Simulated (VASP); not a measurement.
A run of VASP 6.6.1:

The input INCAR:

```
SYSTEM = ZnIr3C4
ALGO = Normal
EDIFF = 1E-6
ENCUT = 600
GGA = PE
GGA_COMPAT = .FALSE.
ISIF = 2
ISMEAR = 0
LASPH = .TRUE.
LCHARG = .FALSE.
LREAL = .FALSE.
LWAVE = .FALSE.
NBANDS = 50
NELM = 120
PREC = Accurate
SIGMA = 0.1
```

File KPOINTS:

```
k-points
0
G
  8 8 8
  0 0 0
```

POSCAR

```
ZnIr3C4
1.0
    4.3824501638      0.0000000000      0.0000000000
    0.0000000000      4.3824501638      0.0000000000
    0.0000000000      0.0000000000      4.3824501638
Zn Ir C
1 3 4
Direct
    0.5000000000      0.5000000000      0.5000000000
    0.5000000000      0.0000000000      0.0000000000
    0.0000000000      0.5000000000      0.0000000000
    0.0000000000      0.0000000000      0.5000000000
    0.0000000000      0.5000000000      0.5000000000
    0.5000000000      0.0000000000      0.5000000000
    0.5000000000      0.5000000000      0.0000000000
    0.0000000000      0.0000000000      0.0000000000
```

Potentials or basis: VASP PAW PBE potentials, release 64 (Zn, Ir_sv_GW, C).

Command:

```bash
$ cat potpaw_PBE.64/Zn/POTCAR potpaw_PBE.64/Ir_sv_GW/POTCAR potpaw_PBE.64/C/POTCAR > POTCAR
$ mpirun -np 1 vasp_std > vasp.out
```

Hardware: 1 thread of AMD EPYC 7R43 64-Core Processor (Zen 3) (shared host).

Q: How long does it take, and how much memory?

A: Wall time 5 min on 1 thread of AMD EPYC 7R43 64-Core Processor (Zen 3), with other jobs on the host, peak memory 0.26 GiB. Counts: scf iterations 15, k points 35.
